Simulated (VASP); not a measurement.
# As2Se (Fd-3m) in VASP: single point with PBE

Aim: the single point of As2Se with PBE.

Everything below comes from runs of VASP 6.6.1. Logs are shortened: lines on timing, memory, paths and dates and some standing lists are left out, and cuts for length are marked.

## 1. The cell of the first run

It takes space group Fd-3m (No. 227, cubic). Conventional cell: a = 7.870 Å, b = 7.870 Å, c = 7.870 Å, α = 90.00°, β = 90.00°, γ = 90.00°. As (site symmetry -3m) has 6 As at 2.78 Å and 6 Se at 3.26 Å within 3.7 Å. Within 4.3 Å of Se (site symmetry -43m) lie 12 As at 3.26 Å and 4 Se at 3.41 Å.

The cell was built from a structure type or drawn by symmetry, and may not be a known phase.

## 2. Single point, PBE

Contents of INCAR:

```
ALGO = Normal
EDIFF = 1E-6
ENCUT = 500
GGA = PE
GGA_COMPAT = False
ISIF = 2
ISMEAR = 0
LASPH = True
LCHARG = True
LELF = True
LREAL = False
LVHAR = True
LWAVE = False
NBANDS = 25
NELM = 120
PREC = Accurate
SIGMA = 0.2
```

Contents of KPOINTS:

```
k-points
0
Gamma
  4 4 4
```

Contents of POSCAR:

```
As2Se
1.0
    0.0000000000      3.9348606940      3.9348606940
    3.9348606940      0.0000000000      3.9348606940
    3.9348606940      3.9348606940      0.0000000000
As Se
4 2
Direct
    0.6250000000      0.6250000000      0.6250000000
    0.1250000000      0.6250000000      0.6250000000
    0.6250000000      0.6250000000      0.1250000000
    0.6250000000      0.1250000000      0.6250000000
    0.0000000000      0.0000000000      0.0000000000
    0.2500000000      0.2500000000      0.2500000000
```

Potentials or basis: VASP PAW PBE potentials, release 64 (As, Se).

Run with:

```sh
> cat potpaw_PBE.64/As/POTCAR potpaw_PBE.64/Se/POTCAR > POTCAR
> mpirun -np 1 vasp_std > vasp.out
```

OUTCAR:

```text
EDIFF = 1E-6
   ENCUT = 500
   GGA = PE
   ISIF = 2
   ISMEAR = 0
   LASPH = True
   LREAL = False
   NELM = 120
   PREC = Accurate

 ion  position               nearest neighbor table
   1  0.625  0.625  0.625-   2 2.78   3 2.78   4 2.78   3 2.78   4 2.78   2 2.78
   2  0.125  0.625  0.625-   1 2.78   3 2.78   4 2.78   1 2.78   3 2.78   4 2.78
   3  0.625  0.625  0.125-   1 2.78   1 2.78   2 2.78   4 2.78   4 2.78   2 2.78
   4  0.625  0.125  0.625-   1 2.78   3 2.78   1 2.78   2 2.78   3 2.78   2 2.78
   5  0.000  0.000  0.000-
   6  0.250  0.250  0.250-

  LATTYP: Found a face centered cubic cell.
 ALAT       =     7.8697213880

  Lattice vectors:

 A1 = (   0.0000000000,   3.9348606940,   3.9348606940)
 A2 = (   3.9348606940,   0.0000000000,   3.9348606940)
 A3 = (   3.9348606940,   3.9348606940,   0.0000000000)

Analysis of symmetry for initial positions (statically):
=====================================================================
 Subroutine PRICEL returns:
 Original cell was already a primitive cell.

 Routine SETGRP: Setting up the symmetry group for a
 face centered cubic supercell.

 Subroutine GETGRP returns: Found 48 space group operations
 (whereof 24 operations were pure point group operations)
 out of a pool of 48 trial point group operations.

The static configuration has the point symmetry T_d .
 The point group associated with its full space group is O_h .

Analysis of symmetry for dynamics (positions and initial velocities):
=====================================================================
 Subroutine PRICEL returns:
 Original cell was already a primitive cell.

 Routine SETGRP: Setting up the symmetry group for a
 face centered cubic supercell.

 Subroutine GETGRP returns: Found 48 space group operations
 (whereof 24 operations were pure point group operations)
 out of a pool of 48 trial point group operations.

The dynamic configuration has the point symmetry T_d .
 The point group associated with its full space group is O_h .

 Subroutine INISYM returns: Found 48 space group operations
 (whereof 24 operations are pure point group operations),
 and found     1 'primitive' translations

----------------------------------------------------------------------------------------

                                     Primitive cell

  volume of cell :     121.8479

  direct lattice vectors                    reciprocal lattice vectors
     0.000000000  3.934860694  3.934860694    -0.127069302  0.127069302  0.127069302
     3.934860694  0.000000000  3.934860694     0.127069302 -0.127069302  0.127069302
     3.934860694  3.934860694  0.000000000     0.127069302  0.127069302 -0.127069302

  length of vectors
     5.564733360  5.564733360  5.564733360     0.220090486  0.220090486  0.220090486

  position of ions in fractional coordinates (direct lattice)
     0.625000000  0.625000000  0.625000000
     0.125000000  0.625000000  0.625000000
     0.625000000  0.625000000  0.125000000
     0.625000000  0.125000000  0.625000000
     0.000000000  0.000000000  0.000000000
     0.250000000  0.250000000  0.250000000

  ion indices of the primitive-cell ions
   primitive index   ion index
                 1           1
                 2           2
                 3           3
                 4           4
                 5           5
                 6           6

----------------------------------------------------------------------------------------

 KPOINTS: k-points

Automatic generation of k-mesh.
 Grid dimensions read from file:
 generate k-points for:    4    4    4

 Generating k-lattice:

  Cartesian coordinates                     Fractional coordinates (reciprocal lattice)
    -0.031767325  0.031767325  0.031767325     0.250000000  0.000000000  0.000000000
     0.031767325 -0.031767325  0.031767325     0.000000000  0.250000000  0.000000000
     0.031767325  0.031767325 -0.031767325     0.000000000  0.000000000  0.250000000

  Length of vectors
     0.055022622  0.055022622  0.055022622

  Shift w.r.t. Gamma in fractional coordinates (k-lattice)
     0.000000000  0.000000000  0.000000000

 Subroutine IBZKPT returns following result:
 ===========================================

 Found      8 irreducible k-points:

 Following reciprocal coordinates:
            Coordinates               Weight
  0.000000  0.000000  0.000000      1.000000
  0.250000  0.000000  0.000000      8.000000
  0.500000  0.000000  0.000000      4.000000
  0.250000  0.250000  0.000000      6.000000
  0.500000  0.250000  0.000000     24.000000
 -0.250000  0.250000  0.000000     12.000000
  0.500000  0.500000  0.000000      3.000000
 -0.250000  0.500000  0.250000      6.000000
   k-points           NKPTS =      8   k-points in BZ     NKDIM =      8   number of bands    NBANDS=     25
   number of dos      NEDOS =    301   number of ions     NIONS =      6
   total plane-waves  NPLWV =  74088
   dimension x,y,z NGX =    42 NGY =   42 NGZ =   42
   dimension x,y,z NGXF=    84 NGYF=   84 NGZF=   84
   ions per type =               4   2
   NGX,Y,Z   is equivalent  to a cutoff of  12.55, 12.55, 12.55 a.u.
   NGXF,Y,Z  is equivalent  to a cutoff of  25.09, 25.09, 25.09 a.u.
 SYSTEM =  unknown system
   PREC   = accura    normal or accurate (medium, high low for compatibility)
   ISTART =      0    job   : 0-new  1-cont  2-samecut
   ICHARG =      2    charge: 1-file 2-atom 10-const
   ISPIN  =      1    spin polarized calculation?
   LNONCOLLINEAR =      F non collinear calculations
   LSORBIT =      F    spin-orbit coupling
   LASPH  =      T    aspherical Exc in radial PAW
   ENCUT  =  500.0 eV  36.75 Ry    6.06 a.u.  10.15 10.15 10.15*2*pi/ulx,y,z
   NELM   =    120;   NELMIN=  2; NELMDL= -5     # of ELM steps
   EDIFF  = 0.1E-05   stopping-criterion for ELM
   LREAL  =      F    real-space projection
   EDIFFG = 0.1E-04   stopping-criterion for IOM
   NSW    =      0    number of steps for IOM
   IBRION =     -1    ionic relax: 0-MD 1-quasi-New 2-CG
   NFREE  =      0    steps in history (QN), initial steepest desc. (CG)
   ISIF   =      2    stress and relaxation
   ISYM   =      2    0-nonsym 1-usesym 2-fastsym
   POTIM  = 0.5000    time-step for ionic-motion
   TEBEG  =    0.0;   TEEND  =   0.0 temperature during run
   PSTRESS=    0.0 pullay stress
   NELECT =      32.0000    total number of electrons
   NUPDOWN=      -1.0000    fix difference up-down
   EMIN   =  10.00;   EMAX   =-10.00  energy-range for DOS
   EFERMI =   0.00;   METHOD = LEGACY
   ISMEAR =     0;   SIGMA  =   0.20  broadening in eV -4-tet -1-fermi 0-gaus
   EFERMI_NEDOS =   21; number of points for ismear=-14 and -15
   IALGO  =     38    algorithm
   IMIX   =      4    mixing-type and parameters
     AMIX     =   0.40;   BMIX     =  1.00
     AMIX_MAG =   1.60;   BMIX_MAG =  1.00
  volume/ion in A,a.u.               =      20.31       137.05
  Fermi-wavevector in a.u.,A,eV,Ry     =   1.048380  1.981151 14.954177  1.099101
  Thomas-Fermi vector in A             =   2.183299
   LORBIT       =      0    0 simple, 1 ext, 2 COOP (PROOUT), +10 PAW based schemes
   GGA     = PE    functional components
   LHFCALC =     F    Hartree Fock is set to
   AEXX    =    0.0000 exact exchange contribution
   IVDW    =     0    specifies the selected vdW correction
   LEPSILON=     F    determine dielectric tensor
   LRPA    =     F    only Hartree local field effects (RPA)
 non-spin polarized calculation
 Gauss-broadening in eV      SIGMA  =   0.20
  energy-cutoff  :      500.00
  volume of cell :      121.85
 maximum number of plane-waves:      3119
 NGX is ok and might be reduce to    42
   NGX = 21   NGY = 21   NGZ = 21

 number of electron      31.9999997 magnetization

 Free energy of the ion-electron system (eV)
  ---------------------------------------------------
  ext. energy  EPLUGINS =         0.00000000
  ---------------------------------------------------
  free energy    TOTEN  =       -22.03946163 eV

  energy without entropy =      -21.92776973  energy(sigma->0) =      -21.98361568

 E-fermi :   5.5035     XC(G=0): -10.4886

 val. band max:        5.3825224215   @ k =   0.5000   0.5000   0.0000
 cond. band min:       5.5056838167   @ k =   0.5000   0.2500   0.0000
 fundamental gap:      0.1231613953
 Fermi energy:         5.5034903319

 k-point     1 :       0.0000    0.0000    0.0000
  band No.  band energies     occupation
      1      -9.6282      2.00000
      2      -6.2608      2.00000
      3      -6.2430      2.00000
      4      -3.7521      2.00000
      5      -3.7521      2.00000
      6      -3.7521      2.00000
[... 17 lines left out ...]
     24      11.7397      0.00000
     25      11.7397      0.00000

 k-point     2 :       0.2500    0.0000    0.0000
  band No.  band energies     occupation
      1      -9.2397      2.00000
      2      -6.7183      2.00000
      3      -6.3602      2.00000
      4      -4.9073      2.00000
      5      -3.8816      2.00000
      6      -3.8816      2.00000
[... 17 lines left out ...]
     24      11.1706      0.00000
     25      12.6002      0.00000

 k-point     3 :       0.5000    0.0000    0.0000
  band No.  band energies     occupation
      1      -8.2559      2.00000
      2      -7.9872      2.00000
      3      -6.4092      2.00000
      4      -5.3980      2.00000
      5      -3.9932      2.00000
      6      -3.9932      2.00000
[... 17 lines left out ...]
     24      10.6493      0.00000
     25      11.3146      0.00000

 k-point     4 :       0.2500    0.2500    0.0000
  band No.  band energies     occupation
      1      -9.1098      2.00000
      2      -6.5361      2.00000
      3      -6.4935      2.00000
      4      -5.3577      2.00000
      5      -4.1219      2.00000
      6      -4.1219      2.00000
[... 17 lines left out ...]
     24      10.8518      0.00000
     25      12.7868      0.00000

 k-point     5 :       0.5000    0.2500    0.0000
  band No.  band energies     occupation
      1      -8.2470      2.00000
      2      -7.3611      2.00000
      3      -6.7099      2.00000
      4      -6.2365      2.00000
      5      -4.2233      2.00000
      6      -3.9157      2.00000
[... 17 lines left out ...]
     24      10.4537      0.00000
     25      12.3886      0.00000

 k-point     6 :      -0.2500    0.2500    0.0000
  band No.  band energies     occupation
      1      -8.6116      2.00000
      2      -6.9440      2.00000
      3      -6.9014      2.00000
      4      -5.8603      2.00000
      5      -4.0067      2.00000
      6      -3.8542      2.00000
[... 17 lines left out ...]
     24      10.5695      0.00000
     25      12.2532      0.00000

 k-point     7 :       0.5000    0.5000    0.0000
  band No.  band energies     occupation
      1      -7.6457      2.00000
      2      -7.6457      2.00000
      3      -6.6584      2.00000
      4      -6.6584      2.00000
      5      -4.4145      2.00000
      6      -4.4145      2.00000
[... 17 lines left out ...]
     24      10.4599      0.00000
     25      13.5607      0.00000

 k-point     8 :      -0.2500    0.5000    0.2500
  band No.  band energies     occupation
      1      -7.2565      2.00000
      2      -7.2565      2.00000
      3      -7.2477      2.00000
      4      -7.2477      2.00000
      5      -3.9962      2.00000
      6      -3.9962      2.00000
[... 17 lines left out ...]
     24       8.5218      0.00000
     25      13.0073      0.00000

------------------------ aborting loop because EDIFF is reached ----------------------------------------

  FORCE on cell =-STRESS in cart. coord.  units (eV):
  Direction    XX          YY          ZZ          XY          YZ          ZX
  --------------------------------------------------------------------------------------
  -------------------------------------------------------------------------------------
  Total        0.2985861      0.2985861      0.2985861      0.0000000     -0.0000000      0.0000000
  in kB        3.9261064      3.9261064      3.9261064      0.0000000     -0.0000000      0.0000000
  external PRESSURE =       3.9261064 kB  Pullay stress =       0.0000000 kB

 VOLUME and BASIS-vectors are now :
 -----------------------------------------------------------------------------
  energy-cutoff  :      500.00
  volume of cell :      121.85
      direct lattice vectors                 reciprocal lattice vectors
     0.000000000  3.934860694  3.934860694    -0.127069302  0.127069302  0.127069302
     3.934860694  0.000000000  3.934860694     0.127069302 -0.127069302  0.127069302
     3.934860694  3.934860694  0.000000000     0.127069302  0.127069302 -0.127069302

 POSITION                                       TOTAL-FORCE (eV/Angst)
 -----------------------------------------------------------------------------------
      4.91858      4.91858      4.91858        -0.000000     -0.000000     -0.000000
      4.91858      2.95115      2.95115        -0.000000     -0.000000     -0.000000
      2.95115      2.95115      4.91858        -0.000000     -0.000000     -0.000000
      2.95115      4.91858      2.95115        -0.000000     -0.000000     -0.000000
      0.00000      0.00000      0.00000        -0.000000     -0.000000      0.000000
      1.96743      1.96743      1.96743         0.000000      0.000000     -0.000000
 -----------------------------------------------------------------------------------
    total drift:                                0.000000      0.000000      0.000000

  FREE ENERGIE OF THE ION-ELECTRON SYSTEM (eV)
  ---------------------------------------------------
  free  energy   TOTEN  =       -22.0394616268 eV

  energy  without entropy=      -21.9277697337  energy(sigma->0) =      -21.98361568
```

Run time: 67 s. Hardware: 1 thread of Intel Xeon 8259CL, shared host; peak memory 0.24 GiB.

Results:

```yaml
Free_energy: -22.0395 eV
Pressure: 0.4 GPa
Band_gap_on_the_k_mesh: zero (bands 16 and 17 overlap by 1.08 eV)
```

Levels at points of the mesh, in eV from the Fermi level:
| k point | band 13 | band 14 | band 15 | band 16 | band 17 | band 18 | band 19 | band 20 |
| --- | --- | --- | --- | --- | --- | --- | --- | --- |
| (0.00, 0.00, 0.00) | -3.05 | -2.81 | -2.81 | 0.96 | 0.96 | 0.96 | 3.94 | 3.94 |
| (0.50, 0.00, 0.00) | -1.49 | -1.49 | -0.70 | -0.18 | 0.30 | 0.86 | 0.86 | 1.75 |
| (0.50, 0.50, 0.00) | -1.34 | -1.34 | -0.58 | -0.58 | -0.12 | -0.12 | 0.06 | 0.06 |
